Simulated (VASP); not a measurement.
# Re (Fm-3m) in VASP: single point with B3LYP+D4

Aim: the single point of Re with B3LYP+D4.

Program: VASP 6.6.1. These are calculated values, not measurements. Logs are shortened: lines on timing, memory, paths and dates and some standing lists are left out, and cuts for length are marked.

### Step 1. The cell of the first run

It takes space group Fm-3m (No. 225, cubic). The conventional cell has a = 3.870 Å, b = 3.870 Å, c = 3.870 Å, α = 90.00°, β = 90.00°, γ = 90.00°. Within 3.6 Å of Re (site symmetry m-3m) lie 12 Re at 2.74 Å.

This isn't the form of Re at room conditions, which is hcp.

### Step 2. Single point, B3LYP+D4

File POSCAR:

```
Re
1.0
    0.0000000000      1.9352312552      1.9352312552
    1.9352312552      0.0000000000      1.9352312552
    1.9352312552      1.9352312552      0.0000000000
Re
1
Direct
    0.0000000000      0.0000000000      0.0000000000
```

File INCAR.step1:

```
  PREC = Accurate
  ENCUT = 410
  EDIFF = 1E-5
  ISMEAR = 1
  SIGMA = 0.01
  LREAL = F
  LASPH = T
  NELM = 120
  ALGO = Normal
  ISIF = 2
  LWAVE = T
  LCHARG = F
  NBANDS = 14
  GGA = PE
  GGA_COMPAT = F
```

File INCAR.step2:

```
  PREC = Accurate
  ENCUT = 410
  EDIFF = 1E-6
  ISMEAR = 1
  SIGMA = 0.01
  LREAL = F
  LASPH = T
  NELM = 120
  ALGO = Normal
  ISIF = 2
  LWAVE = F
  LCHARG = F
  GGA = B3
  LHFCALC = T
  AEXX = 0.2
  AGGAX = 0.72
  AGGAC = 0.81
  ALDAC = 0.19
  PRECFOCK = Normal
  IVDW = 13
  NBANDS = 14
  ISTART = 1
  GGA_COMPAT = F
```

File KPOINTS:

```
Automatic mesh
0
Gamma
  8 8 8
```

Potentials or basis: VASP PAW PBE potentials, release 64 (Re_sv_GW).

Command:

```bash
$ cat potpaw_PBE.64/Re_sv_GW/POTCAR > POTCAR
$ cp INCAR.step1 INCAR
$ mpirun -np 1 vasp_std > vasp.out
$ cp INCAR.step2 INCAR
$ mpirun -np 1 vasp_std > vasp.out
```

OUTCAR:

```text
PREC = Accurate
   ENCUT = 410
   EDIFF = 1E-6
   ISMEAR = 1
   LREAL = F
   LASPH = T
   NELM = 120
   ISIF = 2
   GGA = B3
   LHFCALC = T
   AEXX = 0.2
   PRECFOCK = Normal
   IVDW = 13
   ISTART = 1

 ion  position               nearest neighbor table
   1  0.000  0.000  0.000-

  LATTYP: Found a face centered cubic cell.
 ALAT       =     3.8704625104

  Lattice vectors:

 A1 = (   0.0000000000,   1.9352312552,   1.9352312552)
 A2 = (   1.9352312552,   0.0000000000,   1.9352312552)
 A3 = (   1.9352312552,   1.9352312552,   0.0000000000)

Analysis of symmetry for initial positions (statically):
=====================================================================
 Subroutine PRICEL returns:
 Original cell was already a primitive cell.

 Routine SETGRP: Setting up the symmetry group for a
 face centered cubic supercell.

 Subroutine GETGRP returns: Found 48 space group operations
 (whereof 48 operations were pure point group operations)
 out of a pool of 48 trial point group operations.

The static configuration has the point symmetry O_h .

Analysis of symmetry for dynamics (positions and initial velocities):
=====================================================================
 Subroutine PRICEL returns:
 Original cell was already a primitive cell.

 Routine SETGRP: Setting up the symmetry group for a
 face centered cubic supercell.

 Subroutine GETGRP returns: Found 48 space group operations
 (whereof 48 operations were pure point group operations)
 out of a pool of 48 trial point group operations.

The dynamic configuration has the point symmetry O_h .

 Subroutine INISYM returns: Found 48 space group operations
 (whereof 48 operations are pure point group operations),
 and found     1 'primitive' translations

----------------------------------------------------------------------------------------

                                     Primitive cell

  volume of cell :      14.4953

  direct lattice vectors                    reciprocal lattice vectors
     0.000000000  1.935231255  1.935231255    -0.258367055  0.258367055  0.258367055
     1.935231255  0.000000000  1.935231255     0.258367055 -0.258367055  0.258367055
     1.935231255  1.935231255  0.000000000     0.258367055  0.258367055 -0.258367055

  length of vectors
[... 93 lines left out ...]
   EMIN   =  10.00;   EMAX   =-10.00  energy-range for DOS
   EFERMI =   0.00;   METHOD = LEGACY
   ISMEAR =     1;   SIGMA  =   0.01  broadening in eV -4-tet -1-fermi 0-gaus
   EFERMI_NEDOS =   21; number of points for ismear=-14 and -15
   IALGO  =     38    algorithm
   IMIX   =      1    mixing-type and parameters
     AMIX     =   0.40;   BMIX     =  1.00
     AMIX_MAG =   1.60;   BMIX_MAG =  1.00
  volume/ion in A,a.u.               =      14.50        97.82
  Fermi-wavevector in a.u.,A,eV,Ry     =   1.655881  3.129161 37.306372  2.741941
  Thomas-Fermi vector in A             =   2.743901
   LORBIT       =      0    0 simple, 1 ext, 2 COOP (PROOUT), +10 PAW based schemes
   GGA     = B3    functional components
   LHFCALC =     T    Hartree Fock is set to
   PRECFOCK=normal    Normal, Fast or Accurate (Low or Medium for compatibility)
   ENCUT4O =  -1.0   cutoff for four orbital integrals eV
   NKREDX  =     1    reduce k-point grid by
   NKREDY  =     1    reduce k-point grid by
   NKREDZ  =     1    reduce k-point grid by
   AEXX    =    0.2000 exact exchange contribution
   HFSCREEN=    0.0000 screening length (either q_TF or 0.3 A-1)
   HFSCREENC=   0.0000 screening length for correlation (either q_TF or 0.3 A-1)
   ENCUTFOCK=  -1.0 apply spherical cutoff to Coloumb kernel
   IVDW    =    13    specifies the selected vdW correction
   LEPSILON=     F    determine dielectric tensor
   LRPA    =     F    only Hartree local field effects (RPA)
 non-spin polarized calculation
 Methfessel and Paxton  Order N= 1 SIGMA  =   0.01
  energy-cutoff  :      410.00
  volume of cell :       14.50
 maximum number of plane-waves:       290
  NGX = 14; NGY = 14; NGZ = 14

 number of electron      15.0000003 magnetization

 Free energy of the ion-electron system (eV)
  ---------------------------------------------------
  ext. energy  EPLUGINS =         0.00000000
  ---------------------------------------------------
  free energy    TOTEN  =       -14.25831885 eV

  energy without entropy =      -14.25822215  energy(sigma->0) =      -14.25828662

 E-fermi :  13.8672     XC(G=0): -11.3759

 val. band max:       13.8640888380   @ k =   0.5000   0.2500   0.0000
 cond. band min:      14.2553160646   @ k =   0.5000   0.0000   0.0000
 fundamental gap:      0.3912272266
 Fermi energy:        13.8672042678

 k-point     1 :       0.0000    0.0000    0.0000
  band No.  band energies     occupation
      1     -69.7991      2.00000
      2     -29.9565      2.00000
      3     -29.9565      2.00000
      4     -29.9565      2.00000
      5       2.3695      2.00000
      6      11.1186      2.00000
      7      11.1186      2.00000
      8      11.1186      2.00000
      9      15.6980      0.00000
     10      15.6980      0.00000
     11      27.8944      0.00000
     12      33.8350      0.00000
     13      33.8350      0.00000
     14      33.8350      0.00000
[... 377 lines left out ...]
      1     -69.6198      2.00000
      2     -31.2284      2.00000
      3     -30.5455      2.00000
      4     -30.2771      2.00000
      5       7.5197      2.00000
      6       9.1450      2.00000
      7      11.2456      2.00000
      8      12.8775      2.00000
      9      17.8707      0.00000
     10      22.2687      0.00000
     11      23.9301      0.00000
     12      31.1889      0.00000
     13      32.7625      0.00000
     14      35.0194      0.00000

 [... further k-points ...]

------------------------ aborting loop because EDIFF is reached ----------------------------------------

  DFT-D4 for vdW energy calculation

  Edisp (eV):   -1.21166

  FORCE on cell =-STRESS in cart. coord.  units (eV):
  Direction    XX          YY          ZZ          XY          YZ          ZX
  --------------------------------------------------------------------------------------
  -------------------------------------------------------------------------------------
  Total      -0.02607    -0.02607    -0.02607     0.00000     0.00000    -0.00000
  in kB      -2.88137    -2.88137    -2.88137     0.00000     0.00000    -0.00000
  external pressure =       -2.88 kB  Pullay stress =        0.00 kB

 VOLUME and BASIS-vectors are now :
 -----------------------------------------------------------------------------
  energy-cutoff  :      410.00
  volume of cell :       14.50
      direct lattice vectors                 reciprocal lattice vectors
     0.000000000  1.935231255  1.935231255    -0.258367055  0.258367055  0.258367055
     1.935231255  0.000000000  1.935231255     0.258367055 -0.258367055  0.258367055
     1.935231255  1.935231255  0.000000000     0.258367055  0.258367055 -0.258367055

 POSITION                                       TOTAL-FORCE (eV/Angst)
 -----------------------------------------------------------------------------------
      0.00000      0.00000      0.00000        -0.000000     -0.000000     -0.000000
 -----------------------------------------------------------------------------------
    total drift:                                0.000000      0.000000      0.000000

  FREE ENERGIE OF THE ION-ELECTRON SYSTEM (eV)
  ---------------------------------------------------
  free  energy   TOTEN  =       -15.4699798542 eV

  energy  without entropy=      -15.4698831477  energy(sigma->0) =      -15.46994762
```

Run time: 17 min. Hardware: 1 thread of Intel Xeon Platinum 8488C (Sapphire Rapids), shared host; peak memory 0.14 GiB.

Results:

| Property | Result |
| --- | --- |
| Free energy | -15.4700 eV |
| Pressure | -0.3 GPa |
| Band gap on the k mesh | zero (an odd number of electrons rules out a gap without spin polarisation) |
| Dispersion energy per atom | -1.212 eV |

Caveat: the dispersion term is far too large for a dense solid, which distorts pressure and volume; the PAW data sets were made with another functional, which shifts forces and pressure a little; spin-orbit coupling is left out, which moves the levels of the heavy elements.

The gap in the log of VASP goes by the Fermi energy; the results here count the filled bands.